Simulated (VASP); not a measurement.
# BiTe (I4/mmm) in VASP: a series of runs, part 2 of 2

VASP 6.6.1. The steps go on from the part before.

## Step 3: Single point, PBE (strain -0.030 along x and y, +0.030 along z)

INCAR

```
ALGO     = Normal         # electronic algorithm
EDIFF    = 1E-6           # SCF threshold, eV
ENCUT    = 520            # plane-wave cutoff, eV
GGA      = PE             # functional
ISIF     = 2              # what is computed and relaxed
ISMEAR   = 0              # smearing method
LASPH    = T              # aspherical terms in the spheres
LCHARG   = F              # write CHGCAR
LREAL    = F              # projectors in reciprocal space
LWAVE    = F              # write WAVECAR
NBANDS   = 18             # bands
NELM     = 100            # most SCF steps
PREC     = Accurate       # precision mode
SIGMA    = 0.15           # smearing width, eV
```

KPOINTS

```
k-points
0
Gamma
  14 14 14
```

POSCAR

```
BiTe
1.0
    0.0000000000      3.1379500000      3.3320500000
    3.1379500000      0.0000000000      3.3320500000
    3.1379500000      3.1379500000      0.0000000000
Bi Te
1 1
Direct
    0.0000000000      0.0000000000      0.0000000000
    0.5000000000      0.5000000000      0.5000000000
```

Potentials or basis: VASP PAW PBE potentials, release 64 (Bi_d, Te).

Command:

```bash
$ cat potpaw_PBE.64/Bi_d/POTCAR potpaw_PBE.64/Te/POTCAR > POTCAR
$ mpirun -np 1 vasp_std > vasp.out
```

OUTCAR:

```text
EDIFF = 1E-6
   ENCUT = 520
   GGA = PE
   ISIF = 2
   ISMEAR = 0
   LASPH = T
   LREAL = F
   NELM = 100
   PREC = Accurate

 ion  position               nearest neighbor table
   1  0.000  0.000  0.000-   2 3.14   2 3.14   2 3.14   2 3.14   2 3.33   2 3.33
   2  0.500  0.500  0.500-   1 3.14   1 3.14   1 3.14   1 3.14   1 3.33   1 3.33

  LATTYP: Found a body centered tetragonal cell.
 ALAT       =     4.4377314480
 C/A-ratio  =     1.5016906899

  Lattice vectors:

 A1 = (  -3.1379500000,   0.0000000000,   3.3320500000)
 A2 = (   3.1379500000,   0.0000000000,   3.3320500000)
 A3 = (   0.0000000000,   3.1379500000,  -3.3320500000)

Analysis of symmetry for initial positions (statically):
=====================================================================
 Subroutine PRICEL returns:
 Original cell was already a primitive cell.

 Routine SETGRP: Setting up the symmetry group for a
 body centered tetragonal supercell.

 Subroutine GETGRP returns: Found 16 space group operations
 (whereof 16 operations were pure point group operations)
 out of a pool of 16 trial point group operations.

The static configuration has the point symmetry D_4h.

Analysis of symmetry for dynamics (positions and initial velocities):
=====================================================================
 Subroutine PRICEL returns:
 Original cell was already a primitive cell.

 Routine SETGRP: Setting up the symmetry group for a
 body centered tetragonal supercell.

 Subroutine GETGRP returns: Found 16 space group operations
 (whereof 16 operations were pure point group operations)
 out of a pool of 16 trial point group operations.

The dynamic configuration has the point symmetry D_4h.

 Subroutine INISYM returns: Found 16 space group operations
 (whereof 16 operations are pure point group operations),
 and found     1 'primitive' translations

----------------------------------------------------------------------------------------

                                     Primitive cell

  volume of cell :      65.6196

  direct lattice vectors                    reciprocal lattice vectors
     0.000000000  3.137950000  3.332050000    -0.159339696  0.159339696  0.150057772
     3.137950000  0.000000000  3.332050000     0.159339696 -0.159339696  0.150057772
     3.137950000  3.137950000  0.000000000     0.159339696  0.159339696 -0.150057772

  length of vectors
     4.577039153  4.577039153  4.437731448     0.270731625  0.270731625  0.270731625

  position of ions in fractional coordinates (direct lattice)
     0.000000000  0.000000000  0.000000000
     0.500000000  0.500000000  0.500000000

  ion indices of the primitive-cell ions
   primitive index   ion index
                 1           1
                 2           2

----------------------------------------------------------------------------------------

 KPOINTS: k-points

Automatic generation of k-mesh.
 Grid dimensions read from file:
 generate k-points for:   14   14   14

 Generating k-lattice:

  Cartesian coordinates                     Fractional coordinates (reciprocal lattice)
    -0.011381407  0.011381407  0.010718412     0.071428571 -0.000000000  0.000000000
     0.011381407 -0.011381407  0.010718412    -0.000000000  0.071428571  0.000000000
     0.011381407  0.011381407 -0.010718412     0.000000000  0.000000000  0.071428571

  Length of vectors
     0.019337973  0.019337973  0.019337973

  Shift w.r.t. Gamma in fractional coordinates (k-lattice)
     0.000000000  0.000000000  0.000000000

 Subroutine IBZKPT returns following result:
 ===========================================

 Found    244 irreducible k-points:

 Following reciprocal coordinates:
            Coordinates               Weight
  0.000000  0.000000  0.000000      1.000000
  0.071429  0.000000  0.000000      8.000000
  0.142857  0.000000  0.000000      8.000000
  0.214286  0.000000  0.000000      8.000000
  0.285714  0.000000  0.000000      8.000000
  0.357143  0.000000  0.000000      8.000000
[... 16 lines left out ...]
  0.214286  0.142857  0.000000      8.000000
  0.285714  0.142857  0.000000      8.000000
 [... further k-points ...]
   k-points           NKPTS =    244   k-points in BZ     NKDIM =    244   number of bands    NBANDS=     18
   number of dos      NEDOS =    301   number of ions     NIONS =      2
   total plane-waves  NPLWV =  46656
   dimension x,y,z NGX =    36 NGY =   36 NGZ =   36
   dimension x,y,z NGXF=    72 NGYF=   72 NGZF=   72
   ions per type =               1   1
   NGX,Y,Z   is equivalent  to a cutoff of  13.08, 13.08, 13.49 a.u.
   NGXF,Y,Z  is equivalent  to a cutoff of  26.15, 26.15, 26.97 a.u.
 SYSTEM =  unknown system
   PREC   = accura    normal or accurate (medium, high low for compatibility)
   ISTART =      0    job   : 0-new  1-cont  2-samecut
   ICHARG =      2    charge: 1-file 2-atom 10-const
   ISPIN  =      1    spin polarized calculation?
   LNONCOLLINEAR =      F non collinear calculations
   LSORBIT =      F    spin-orbit coupling
   LASPH  =      T    aspherical Exc in radial PAW
   ENCUT  =  520.0 eV  38.22 Ry    6.18 a.u.   8.51  8.51  8.25*2*pi/ulx,y,z
   NELM   =    100;   NELMIN=  2; NELMDL= -5     # of ELM steps
   EDIFF  = 0.1E-05   stopping-criterion for ELM
   LREAL  =      F    real-space projection
   EDIFFG = 0.1E-04   stopping-criterion for IOM
   NSW    =      0    number of steps for IOM
   IBRION =     -1    ionic relax: 0-MD 1-quasi-New 2-CG
   NFREE  =      0    steps in history (QN), initial steepest desc. (CG)
   ISIF   =      2    stress and relaxation
   ISYM   =      2    0-nonsym 1-usesym 2-fastsym
   POTIM  = 0.5000    time-step for ionic-motion
   TEBEG  =    0.0;   TEEND  =   0.0 temperature during run
   PSTRESS=    0.0 pullay stress
   NELECT =      21.0000    total number of electrons
   NUPDOWN=      -1.0000    fix difference up-down
   EMIN   =  10.00;   EMAX   =-10.00  energy-range for DOS
   EFERMI =   0.00;   METHOD = LEGACY
   ISMEAR =     0;   SIGMA  =   0.15  broadening in eV -4-tet -1-fermi 0-gaus
   EFERMI_NEDOS =   21; number of points for ismear=-14 and -15
   IALGO  =     38    algorithm
   IMIX   =      4    mixing-type and parameters
     AMIX     =   0.40;   BMIX     =  1.00
     AMIX_MAG =   1.60;   BMIX_MAG =  1.00
  volume/ion in A,a.u.               =      32.81       221.41
  Fermi-wavevector in a.u.,A,eV,Ry     =   1.119790  2.116097 17.060761  1.253931
  Thomas-Fermi vector in A             =   2.256432
   LORBIT       =      0    0 simple, 1 ext, 2 COOP (PROOUT), +10 PAW based schemes
   GGA     = PE    functional components
   LHFCALC =     F    Hartree Fock is set to
   AEXX    =    0.0000 exact exchange contribution
   IVDW    =     0    specifies the selected vdW correction
   LEPSILON=     F    determine dielectric tensor
   LRPA    =     F    only Hartree local field effects (RPA)
 non-spin polarized calculation
 Gauss-broadening in eV      SIGMA  =   0.15
  energy-cutoff  :      520.00
  volume of cell :       65.62
 maximum number of plane-waves:      1799
 NGX is ok and might be reduce to    36
   NGX = 17   NGY = 17   NGZ = 17

 number of electron      21.0000004 magnetization

 Free energy of the ion-electron system (eV)
  ---------------------------------------------------
  ext. energy  EPLUGINS =         0.00000000
  ---------------------------------------------------
  free energy    TOTEN  =        -7.11373780 eV

  energy without entropy =       -7.09835031  energy(sigma->0) =       -7.10604406

 E-fermi :   7.0372     XC(G=0):  -9.5709

 val. band max:        7.0292878569   @ k =   0.4286   0.2143   0.1429
 cond. band min:       7.0455938418   @ k =  -0.4286   0.0714   0.0000
 fundamental gap:      0.0163059849
 Fermi energy:         7.0371692830

 k-point     1 :       0.0000    0.0000    0.0000
  band No.  band energies     occupation
      1     -16.1573      2.00000
      2     -16.1513      2.00000
      3     -16.1231      2.00000
      4     -16.1231      2.00000
      5     -16.1209      2.00000
      6      -6.7407      2.00000
[... 10 lines left out ...]
     17      12.5836      0.00000
     18      13.5288      0.00000
[... 463 lines left out ...]
 k-point    24 :       0.2857    0.1429    0.0000
  band No.  band energies     occupation
      1     -16.1574      2.00000
      2     -16.1511      2.00000
      3     -16.1252      2.00000
      4     -16.1193      2.00000
      5     -16.1189      2.00000
      6      -6.1493      2.00000
[... 10 lines left out ...]
     17      15.5575      0.00000
     18      15.5646      0.00000

 [... further k-points ...]

------------------------ aborting loop because EDIFF is reached ----------------------------------------

  FORCE on cell =-STRESS in cart. coord.  units (eV):
  Direction    XX          YY          ZZ          XY          YZ          ZX
  --------------------------------------------------------------------------------------
  -------------------------------------------------------------------------------------
  Total        1.8894754      1.8894754     -0.3978776      0.0000000      0.0000000      0.0000000
  in kB       46.1336998     46.1336998     -9.7146369      0.0000000      0.0000000      0.0000000
  external PRESSURE =      27.5175876 kB  Pullay stress =       0.0000000 kB

 VOLUME and BASIS-vectors are now :
 -----------------------------------------------------------------------------
  energy-cutoff  :      520.00
  volume of cell :       65.62
      direct lattice vectors                 reciprocal lattice vectors
     0.000000000  3.137950000  3.332050000    -0.159339696  0.159339696  0.150057772
     3.137950000  0.000000000  3.332050000     0.159339696 -0.159339696  0.150057772
     3.137950000  3.137950000  0.000000000     0.159339696  0.159339696 -0.150057772

 POSITION                                       TOTAL-FORCE (eV/Angst)
 -----------------------------------------------------------------------------------
      0.00000      0.00000      0.00000         0.000000     -0.000000      0.000000
      3.13795      3.13795      3.33205        -0.000000      0.000000      0.000000
 -----------------------------------------------------------------------------------
    total drift:                               -0.000000      0.000000      0.000000

  FREE ENERGIE OF THE ION-ELECTRON SYSTEM (eV)
  ---------------------------------------------------
  free  energy   TOTEN  =        -7.1137378038 eV

  energy  without entropy=       -7.0983503109  energy(sigma->0) =       -7.10604406
```

It took 2.6 min on 1 thread of Intel Xeon Platinum 8124M at 3.00GHz (Skylake/Cascade Lake), shared host; peak memory 0.42 GiB.

Results:

| Item | Value |
| --- | --- |
| Free energy | -7.1137 eV |
| Pressure | 2.8 GPa |
| Band gap on the k mesh | zero (an odd number of electrons rules out a gap without spin polarisation) |

Caveat: the cell differs from its parent crystal (strain -0.030 along x and y, +0.030 along z); spin-orbit coupling is left out, which moves the levels of the heavy elements.

## Step 4: Single point, PBE (strain +0.000 along x and y, -0.030 along z)

INCAR

```
SYSTEM = BiTe
PREC = Accurate
ENCUT = 520
EDIFF = 1E-7
ISMEAR = 0
SIGMA = 0.15
LREAL = .False.
LASPH = .True.
NELM = 80
ALGO = Normal
ISIF = 2
LWAVE = .False.
LCHARG = .False.
GGA = PE
NBANDS = 18
```

KPOINTS

```
regular mesh
0
Gamma
  14 14 14
  0 0 0
```

POSCAR

```
BiTe
1.0
    0.0000000000      3.2350000000      3.1379500000
    3.2350000000      0.0000000000      3.1379500000
    3.2350000000      3.2350000000      0.0000000000
Bi Te
1 1
Direct
    0.0000000000      0.0000000000      0.0000000000
    0.5000000000      0.5000000000      0.5000000000
```

Command:

```bash
$ cat potpaw_PBE.64/Bi_d/POTCAR potpaw_PBE.64/Te/POTCAR > POTCAR
$ mpirun -np 1 vasp_std > vasp.out
```

Wall time 3.2 min (1 thread of Intel Xeon Platinum 8124M at 3.00GHz (Skylake/Cascade Lake), shared host); peak memory 0.42 GiB.

Results (log left out):

- Free energy: -7.1472 eV
- Pressure: 2.5 GPa
- Band gap on the k mesh: zero (an odd number of electrons rules out a gap without spin polarisation)

Stress tensor (GPa, compression positive):
```
1.40 0.00 0.00
0.00 1.40 0.00
0.00 0.00 4.55
```

Levels at points of the mesh, in eV from the Fermi level:
| k point | band 7 | band 8 | band 9 | band 10 | band 11 | band 12 | band 13 | band 14 |
| --- | --- | --- | --- | --- | --- | --- | --- | --- |
| (0.00, 0.00, 0.00) | -8.02 | -2.92 | -2.50 | -2.50 | 1.97 | 1.97 | 2.71 | 4.54 |
| (0.50, 0.00, 0.00) | -11.37 | -2.02 | -1.98 | -1.57 | -0.88 | -0.72 | -0.59 | 7.38 |
| (0.50, 0.50, 0.00) | -10.20 | -5.95 | -4.20 | -4.20 | 2.08 | 3.66 | 3.66 | 5.50 |
| (0.50, 0.00, 0.50) | -9.85 | -5.84 | -4.36 | -3.95 | 2.15 | 3.38 | 4.16 | 5.03 |

Caveat: the cell differs from its parent crystal (strain +0.000 along x and y, -0.030 along z); spin-orbit coupling is left out, which moves the levels of the heavy elements.

## Step 5: The runs side by side

```tsv
cell	gap on the mesh (eV)	pressure (GPa)
a = 4.577, b = 4.577, c = 4.712 Å, angles 59.0, 59.0, 62.0°, 2 atoms	none	-0.3
a = 4.577, b = 4.577, c = 4.438 Å, angles 61.0, 61.0, 58.0°, 2 atoms	none	2.8
a = 4.507, b = 4.507, c = 4.575 Å, angles 59.5, 59.5, 61.0°, 2 atoms	none	2.5
```

Alike in all rows: task single point; level PBE; potentials or basis VASP PAW PBE potentials, release 64 (Bi_d, Te); no spin polarisation; k mesh 14 × 14 × 14; cutoff (eV) 520; smearing gaussian 0.15 eV.

Caveats: spin-orbit coupling is left out, which moves the levels of the heavy elements.

Absolute energies hang on the potentials; compare differences alone.
